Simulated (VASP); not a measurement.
# CdI2 (P-3m1) in VASP: further runs

CdI2 is run at these levels: PBE+D3(BJ); tasks: single point, relaxation of cell and atoms.

All numbers are computed with VASP 6.6.1; they aren't measurements. Logs are shortened: lines on timing, memory, paths and dates and some standing lists are left out, and cuts for length are marked.

## Step 1: The cell of the first run

The structure is trigonal, space group P-3m1 (No. 164). Conventional cell: a = 4.243 Å, b = 4.243 Å, c = 27.313 Å, α = 90.00°, β = 90.00°, γ = 120.00°. Within 3.9 Å of Cd (site symmetry -3m) lie 6 I at 3.00 Å. Cd (site symmetry 3m) has 6 I at 3.00 Å within 3.9 Å. Cd (site symmetry -3m) has 6 I at 3.00 Å within 3.9 Å. I (site symmetry 3m) has 3 Cd at 3.00 Å within 3.9 Å. Within 3.9 Å of I (site symmetry 3m) lie 3 Cd at 3.00 Å. Within 3.9 Å of I (site symmetry 3m) lie 3 Cd at 3.00 Å. Within 3.9 Å of I (site symmetry 3m) lie 3 Cd at 3.00 Å.

## Step 2: Single point, PBE+D3(BJ)

File INCAR:

```
ALGO     = Normal         # electronic algorithm
EDIFF    = 1E-6           # SCF threshold, eV
ENCUT    = 500            # plane-wave cutoff, eV
GGA      = PE             # functional
GGA_COMPAT= F            
ISIF     = 2              # what is computed and relaxed
ISMEAR   = 0              # smearing method
IVDW     = 12             # dispersion correction
LASPH    = T              # aspherical terms in the spheres
LCHARG   = F              # write CHGCAR
LREAL    = F              # projectors in reciprocal space
LWAVE    = F              # write WAVECAR
NBANDS   = 64             # bands
NELM     = 120            # most SCF steps
PREC     = Accurate       # precision mode
SIGMA    = 0.02           # smearing width, eV
```

File KPOINTS:

```
k-points
0
Gamma
  6 6 1
```

File POSCAR:

```
CdI2
1.0
    4.2431949733      0.0000000000      0.0000000000
   -2.1215974867      3.6747146401      0.0000000000
    0.0000000000      0.0000000000     27.3130644983
Cd I
4 8
Direct
    0.0000000000      0.0000000000      0.0000000000
    0.6666666667      0.3333333333      0.7499600883
    0.3333333333      0.6666666667      0.2500399117
    0.0000000000      0.0000000000      0.5000000000
    0.0000000000      0.0000000000      0.3133598662
    0.6666666667      0.3333333333      0.4366716820
    0.0000000000      0.0000000000      0.6866401338
    0.3333333333      0.6666666667      0.5633283180
    0.3333333333      0.6666666667      0.8133033394
    0.6666666667      0.3333333333      0.9366757747
    0.6666666667      0.3333333333      0.1866966606
    0.3333333333      0.6666666667      0.0633242253
```

Potentials or basis: VASP PAW PBE potentials, release 64 (Cd, I).

The run is started by

```bash
> cat potpaw_PBE.64/Cd/POTCAR potpaw_PBE.64/I/POTCAR > POTCAR
> mpirun -np 1 vasp_std > vasp.out
```

OUTCAR:

```text
EDIFF = 1E-6
   ENCUT = 500
   GGA = PE
   ISIF = 2
   ISMEAR = 0
   IVDW = 12
   LASPH = T
   LREAL = F
   NELM = 120
   PREC = Accurate
 IVDW          = 12

 ion  position               nearest neighbor table
   1  0.000  0.000  0.000-  10 3.00  12 3.00  10 3.00  12 3.00  10 3.00  12 3.00
   2  0.667  0.333  0.750-   7 3.00   7 3.00   7 3.00   9 3.00   9 3.00   9 3.00
   3  0.333  0.667  0.250-   5 3.00   5 3.00   5 3.00  11 3.00  11 3.00  11 3.00
   4  0.000  0.000  0.500-   6 3.00   8 3.00   6 3.00   8 3.00   6 3.00   8 3.00
   5  0.000  0.000  0.313-   3 3.00   3 3.00   3 3.00
   6  0.667  0.333  0.437-   4 3.00   4 3.00   4 3.00
   7  0.000  0.000  0.687-   2 3.00   2 3.00   2 3.00
   8  0.333  0.667  0.563-   4 3.00   4 3.00   4 3.00
   9  0.333  0.667  0.813-   2 3.00   2 3.00   2 3.00
  10  0.667  0.333  0.937-   1 3.00   1 3.00   1 3.00
  11  0.667  0.333  0.187-   3 3.00   3 3.00   3 3.00
  12  0.333  0.667  0.063-   1 3.00   1 3.00   1 3.00

  LATTYP: Found a hexagonal cell.
 ALAT       =     4.2431949733
 C/A-ratio  =     6.4369100808

  Lattice vectors:

 A1 = (   4.2431949733,   0.0000000000,   0.0000000000)
 A2 = (  -2.1215974867,   3.6747146401,   0.0000000000)
 A3 = (   0.0000000000,   0.0000000000,  27.3130644983)

Analysis of symmetry for initial positions (statically):
=====================================================================
 Subroutine PRICEL returns:
 Original cell was already a primitive cell.

 Routine SETGRP: Setting up the symmetry group for a
 hexagonal supercell.

 Subroutine GETGRP returns: Found 12 space group operations
 (whereof 12 operations were pure point group operations)
 out of a pool of 24 trial point group operations.

The static configuration has the point symmetry D_3d.

Analysis of symmetry for dynamics (positions and initial velocities):
=====================================================================
 Subroutine PRICEL returns:
 Original cell was already a primitive cell.

 Routine SETGRP: Setting up the symmetry group for a
 hexagonal supercell.

 Subroutine GETGRP returns: Found 12 space group operations
 (whereof 12 operations were pure point group operations)
 out of a pool of 24 trial point group operations.

The dynamic configuration has the point symmetry D_3d.

 Subroutine INISYM returns: Found 12 space group operations
 (whereof 12 operations are pure point group operations),
 and found     1 'primitive' translations

----------------------------------------------------------------------------------------
[... 109 lines left out ...]
   EFERMI =   0.00;   METHOD = LEGACY
   ISMEAR =     0;   SIGMA  =   0.02  broadening in eV -4-tet -1-fermi 0-gaus
   EFERMI_NEDOS =   21; number of points for ismear=-14 and -15
   IALGO  =     38    algorithm
   IMIX   =      4    mixing-type and parameters
     AMIX     =   0.40;   BMIX     =  1.00
     AMIX_MAG =   1.60;   BMIX_MAG =  1.00
  volume/ion in A,a.u.               =      35.49       239.50
  Fermi-wavevector in a.u.,A,eV,Ry     =   1.023270  1.933700 14.246410  1.047082
  Thomas-Fermi vector in A             =   2.156994
   LORBIT       =      0    0 simple, 1 ext, 2 COOP (PROOUT), +10 PAW based schemes
   GGA     = PE    functional components
   LHFCALC =     F    Hartree Fock is set to
   AEXX    =    0.0000 exact exchange contribution
   IVDW    =    12    specifies the selected vdW correction
   LEPSILON=     F    determine dielectric tensor
   LRPA    =     F    only Hartree local field effects (RPA)
 non-spin polarized calculation
 Gauss-broadening in eV      SIGMA  =   0.02
  energy-cutoff  :      500.00
  volume of cell :      425.88
 maximum number of plane-waves:     10857
 NGX is ok and might be reduce to    32
   NGX = 15   NGY = 15   NGZ = 99

 number of electron     103.9999984 magnetization

 Free energy of the ion-electron system (eV)
  ---------------------------------------------------
  ext. energy  EPLUGINS =         0.00000000
  ---------------------------------------------------
  free energy    TOTEN  =       -21.93305148 eV

  energy without entropy =      -21.93305148  energy(sigma->0) =      -21.93305148

 E-fermi :   2.1844     XC(G=0):  -8.6088

 val. band max:        2.0850192847   @ k =   0.1667  -0.0000   0.0000
 cond. band min:       4.2872764687   @ k =   0.5000  -0.0000   0.0000
 fundamental gap:      2.2022571840
 Fermi energy:         2.1844368105

 k-point     1 :       0.0000    0.0000    0.0000
  band No.  band energies     occupation
      1     -10.0479      2.00000
      2      -9.9719      2.00000
      3      -9.9716      2.00000
      4      -9.8482      2.00000
      5      -9.5868      2.00000
      6      -9.4368      2.00000
[... 458 lines left out ...]
     63       8.6298      0.00000
     64       8.6298      0.00000

------------------------ aborting loop because EDIFF is reached ----------------------------------------

 Edisp (eV)   -4.01126

 E8    (eV) :    -1.7985

  FORCE on cell =-STRESS in cart. coord.  units (eV):
  Direction    XX          YY          ZZ          XY          YZ          ZX
  --------------------------------------------------------------------------------------
  -------------------------------------------------------------------------------------
  Total       0.30007     0.30007     0.25454    -0.00000     0.00000     0.00000
  in kB       1.12886     1.12886     0.95759    -0.00000     0.00000     0.00000
  external pressure =        1.07 kB  Pullay stress =        0.00 kB

 VOLUME and BASIS-vectors are now :
 -----------------------------------------------------------------------------
  energy-cutoff  :      500.00
  volume of cell :      425.88
      direct lattice vectors                 reciprocal lattice vectors
     4.243194973  0.000000000  0.000000000     0.235671471  0.136064987  0.000000000
    -2.121597487  3.674714640  0.000000000     0.000000000  0.272129974  0.000000000
     0.000000000  0.000000000 27.313064498     0.000000000  0.000000000  0.036612516

 POSITION                                       TOTAL-FORCE (eV/Angst)
 -----------------------------------------------------------------------------------
      0.00000      0.00000      0.00000         0.000000      0.000000      0.000000
      2.12160      1.22490     20.48371         0.000000      0.000000     -0.001119
     -0.00000      2.44981      6.82936        -0.000000      0.000000      0.001119
      0.00000      0.00000     13.65653         0.000000      0.000000      0.000000
      0.00000      0.00000      8.55882         0.000000     -0.000000      0.019870
      2.12160      1.22490     11.92684         0.000000     -0.000000     -0.020563
      0.00000      0.00000     18.75425        -0.000000      0.000000     -0.019870
     -0.00000      2.44981     15.38622        -0.000000      0.000000      0.020563
     -0.00000      2.44981     22.21381        -0.000000      0.000000      0.021242
      2.12160      1.22490     25.58349        -0.000000      0.000000     -0.021948
      2.12160      1.22490      5.09926         0.000000     -0.000000     -0.021242
     -0.00000      2.44981      1.72958         0.000000     -0.000000      0.021948
 -----------------------------------------------------------------------------------
    total drift:                               -0.000000      0.000000      0.000000

  FREE ENERGIE OF THE ION-ELECTRON SYSTEM (eV)
  ---------------------------------------------------
  free  energy   TOTEN  =       -25.9443157811 eV

  energy  without entropy=      -25.9443157811  energy(sigma->0) =      -25.94431578
```

OSZICAR:

```text
N       E                     dE             d eps       ncg     rms          rms(c)
DAV:   1     0.687002324737E+03    0.68700E+03   -0.43958E+04   896   0.135E+03
DAV:   2     0.286215000725E+02   -0.65838E+03   -0.64053E+03  1080   0.298E+02
DAV:   3    -0.222071873350E+02   -0.50829E+02   -0.50613E+02  1024   0.814E+01
DAV:   4    -0.232521008902E+02   -0.10449E+01   -0.10438E+01  1032   0.114E+01
DAV:   5    -0.232700584427E+02   -0.17958E-01   -0.17956E-01  1048   0.166E+00    0.124E+01
DAV:   6    -0.220234878938E+02    0.12466E+01   -0.24453E+00   976   0.942E+00    0.108E+01
DAV:   7    -0.219597169091E+02    0.63771E-01   -0.13877E+00   968   0.419E+00    0.269E+00
DAV:   8    -0.219330462922E+02    0.26671E-01   -0.22672E-01   984   0.286E+00    0.136E+00
DAV:   9    -0.219339051802E+02   -0.85889E-03   -0.27942E-02   992   0.913E-01    0.324E-01
DAV:  10    -0.219330189821E+02    0.88620E-03   -0.54380E-03  1016   0.511E-01    0.868E-02
DAV:  11    -0.219330331601E+02   -0.14178E-04   -0.42647E-04   992   0.833E-02    0.764E-02
DAV:  12    -0.219330427117E+02   -0.95517E-05   -0.67037E-05  1008   0.420E-02    0.429E-02
DAV:  13    -0.219330557386E+02   -0.13027E-04   -0.53499E-05  1000   0.267E-02    0.726E-02
DAV:  14    -0.219330515539E+02    0.41848E-05   -0.84770E-06   896   0.120E-02    0.333E-02
DAV:  15    -0.219330514753E+02    0.78580E-07   -0.21804E-06   704   0.454E-03
   1 F= -.25944316E+02 E0= -.25944316E+02  d E =-.349214E-13
```

It took 7.1 min on 1 thread of Oxide Virtual Turin-like, shared host; peak memory 0.47 GiB.

What came out:

| Quantity | Value |
| --- | --- |
| Free energy | -25.9443 eV |
| Pressure | 0.1 GPa |
| Largest force | 0.022 eV/Å |
| Band gap on the k mesh | 2.20 eV (least direct gap 2.34 eV) |
| Dispersion energy per atom | -0.334 eV |

Forces on the atoms (eV/Å):
```
Cd   0.000  0.000  0.000
Cd   0.000  0.000 -0.001
Cd   0.000  0.000  0.001
Cd   0.000  0.000  0.000
I    0.000  0.000  0.020
I    0.000  0.000 -0.021
I    0.000  0.000 -0.020
I    0.000  0.000  0.021
I    0.000  0.000  0.021
I    0.000  0.000 -0.022
I    0.000  0.000 -0.021
I    0.000  0.000  0.022
```

Caveat: spin-orbit coupling is left out, which moves the levels of the heavy elements. A k mesh can miss the band edges.

## Step 3: Relaxation of cell and atoms, PBE+D3(BJ)

File INCAR:

```
PREC = Accurate
ENCUT = 500
EDIFF = 1E-7
ISMEAR = 0
SIGMA = 0.02
LREAL = F
LASPH = T
NELM = 120
ALGO = Normal
ISIF = 3
LWAVE = F
LCHARG = F
GGA = PE
IVDW = 12
IBRION = 2
NSW = 100
EDIFFG = -0.005
GGA_COMPAT = F
NELMIN = 4
```

File KPOINTS:

```
Automatic mesh
0
Gamma
  6 6 1
```

POSCAR is that of step 2.

Potentials or basis: VASP PAW PBE potentials, release 64 (Cd, I).

The run is started by

```bash
> cat potpaw_PBE.64/Cd/POTCAR potpaw_PBE.64/I/POTCAR > POTCAR
> mpirun -np 1 vasp_std > vasp.out
```

OUTCAR:

```text
PREC = Accurate
   ENCUT = 500
   EDIFF = 1E-7
   ISMEAR = 0
   LREAL = F
   LASPH = T
   NELM = 120
   ISIF = 3
   GGA = PE
   IVDW = 12
   IBRION = 2
   NSW = 100
   EDIFFG = -0.005
   NELMIN = 4
 IVDW          = 12

 ion  position               nearest neighbor table
   1  0.000  0.000  0.000-  10 3.00  12 3.00  10 3.00  12 3.00  10 3.00  12 3.00
   2  0.667  0.333  0.750-   7 3.00   7 3.00   7 3.00   9 3.00   9 3.00   9 3.00
   3  0.333  0.667  0.250-   5 3.00   5 3.00   5 3.00  11 3.00  11 3.00  11 3.00
   4  0.000  0.000  0.500-   6 3.00   8 3.00   6 3.00   8 3.00   6 3.00   8 3.00
   5  0.000  0.000  0.313-   3 3.00   3 3.00   3 3.00
   6  0.667  0.333  0.437-   4 3.00   4 3.00   4 3.00
   7  0.000  0.000  0.687-   2 3.00   2 3.00   2 3.00
[... 188 lines left out ...]
 Free energy of the ion-electron system (eV)
  ---------------------------------------------------
  ext. energy  EPLUGINS =         0.00000000
  ---------------------------------------------------
  free energy    TOTEN  =       -21.93305162 eV

  energy without entropy =      -21.93305162  energy(sigma->0) =      -21.93305162

------------------------ aborting loop because EDIFF is reached ----------------------------------------

 Edisp (eV)   -4.01126

 E8    (eV) :    -1.7985
[... 91 lines left out ...]
--------------------------------------- Ionic step        3  -------------------------------------------

 number of electron     103.9999986 magnetization

 Free energy of the ion-electron system (eV)
  ---------------------------------------------------
  ext. energy  EPLUGINS =         0.00000000
  ---------------------------------------------------
  free energy    TOTEN  =       -21.94545119 eV

  energy without entropy =      -21.94545119  energy(sigma->0) =      -21.94545119

 E-fermi :   2.1878     XC(G=0):  -8.5966

 val. band max:        2.0575458859   @ k =   0.1667  -0.0000   0.0000
 cond. band min:       4.2565927561   @ k =   0.5000  -0.0000   0.0000
 fundamental gap:      2.1990468702
 Fermi energy:         2.1877722934

 k-point     1 :       0.0000    0.0000    0.0000
  band No.  band energies     occupation
      1     -10.0607      2.00000
      2      -9.9849      2.00000
      3      -9.9847      2.00000
      4      -9.8614      2.00000
      5      -9.6042      2.00000
      6      -9.4548      2.00000
[... 487 lines left out ...]
  FREE ENERGIE OF THE ION-ELECTRON SYSTEM (eV)
  ---------------------------------------------------
  free  energy   TOTEN  =       -25.9447920462 eV

  energy  without entropy=      -25.9447920462  energy(sigma->0) =      -25.94479205

 reached required accuracy - stopping structural energy minimisation
```

OSZICAR:

```text
N       E                     dE             d eps       ncg     rms          rms(c)
DAV:   1     0.695414145548E+03    0.69541E+03   -0.44352E+04   868   0.140E+03
DAV:   2     0.303020762218E+02   -0.66511E+03   -0.64783E+03  1050   0.304E+02
DAV:   3    -0.222161612139E+02   -0.52518E+02   -0.52303E+02  1016   0.842E+01
[... 29 lines left out ...]
DAV:   4    -0.219454506645E+02    0.64250E-05   -0.19882E-05   924   0.127E-02    0.108E-02
DAV:   5    -0.219454511554E+02   -0.49085E-06   -0.67999E-06  1038   0.152E-02    0.842E-03
DAV:   6    -0.219454513102E+02   -0.15480E-06   -0.42989E-07   822   0.366E-03    0.442E-03
DAV:   7    -0.219454511692E+02    0.14101E-06   -0.19404E-07   620   0.297E-03    0.926E-04
DAV:   8    -0.219454511868E+02   -0.17674E-07   -0.19680E-08   506   0.880E-04
   3 F= -.25944792E+02 E0= -.25944792E+02  d E =-.476120E-03
```

It took 12 min on 1 thread of Oxide Virtual Turin-like, shared host; peak memory 0.54 GiB.

What came out:

```
Free energy                           : -25.9448 eV
Relaxed volume                        : 35.59 Å³/atom
Relaxed cell                          : a = 4.247 Å, b = 4.247 Å, c = 27.336 Å, α = 90.00°, β = 90.00°, γ = 120.00°
Space group after relaxing (to 0.1 Å) : P-3m1 (No. 164)
Energy gained by relaxing             : 0.0 meV/atom
Ionic steps                           : 3
Pressure after relaxing               : 0.0 GPa
Band gap on the k mesh                : 2.20 eV (least direct gap 2.34 eV)
Dispersion energy per atom            : -0.333 eV
```

Forces in eV/Å, atoms in the order of the input:
```
Cd   0.000  0.000  0.000
Cd   0.000  0.000 -0.001
Cd   0.000  0.000  0.001
Cd   0.000  0.000  0.000
I    0.000  0.000  0.001
I    0.000  0.000 -0.002
I    0.000  0.000 -0.001
I    0.000  0.000  0.002
I    0.000  0.000  0.002
I    0.000  0.000 -0.003
I    0.000  0.000 -0.002
I    0.000  0.000  0.003
```

The path:
| step | energy change (eV) | largest force (eV/Å) | pressure (GPa) | volume (Å³) |
| --- | --- | --- | --- | --- |
| 1 | 0.0000 | 0.0220 | 0.11 | 425.88 |
| 2 | -0.0004 | 0.0039 | -0.03 | 427.40 |
| 3 | -0.0005 | 0.0025 | 0.00 | 427.08 |

Final structure:
```yaml
crystal:
  lattice:
    - [4.24739, 0.00000, 0.00000]
    - [-2.12370, 3.67835, 0.00000]
    - [0.00000, 0.00000, 27.33598]
  atoms:
    - { symbol: Cd, position: [0.00000, 0.00000, 0.00000] }
    - { symbol: Cd, position: [0.66667, 0.33333, 0.74996] }
    - { symbol: Cd, position: [0.33333, 0.66667, 0.25004] }
    - { symbol: Cd, position: [0.00000, 0.00000, 0.50000] }
    - { symbol: I, position: [0.00000, 0.00000, 0.31339] }
    - { symbol: I, position: [0.66667, 0.33333, 0.43664] }
    - { symbol: I, position: [0.00000, 0.00000, 0.68661] }
    - { symbol: I, position: [0.33333, 0.66667, 0.56336] }
    - { symbol: I, position: [0.33333, 0.66667, 0.81333] }
    - { symbol: I, position: [0.66667, 0.33333, 0.93664] }
    - { symbol: I, position: [0.66667, 0.33333, 0.18667] }
    - { symbol: I, position: [0.33333, 0.66667, 0.06336] }
```

Levels at points of the mesh, in eV from the valence-band top:
| k point | band 50 | band 51 | band 52 | band 53 | band 54 | band 55 |
| --- | --- | --- | --- | --- | --- | --- |
| (0.00, 0.00, 0.00) | -0.08 | -0.02 | -0.02 | 2.40 | 3.05 | 3.05 |
| (0.50, 0.00, 0.00) | -0.30 | -0.30 | -0.14 | 2.20 | 2.36 | 2.44 |

Caveat: spin-orbit coupling is left out, which moves the levels of the heavy elements. A k mesh can miss the band edges.
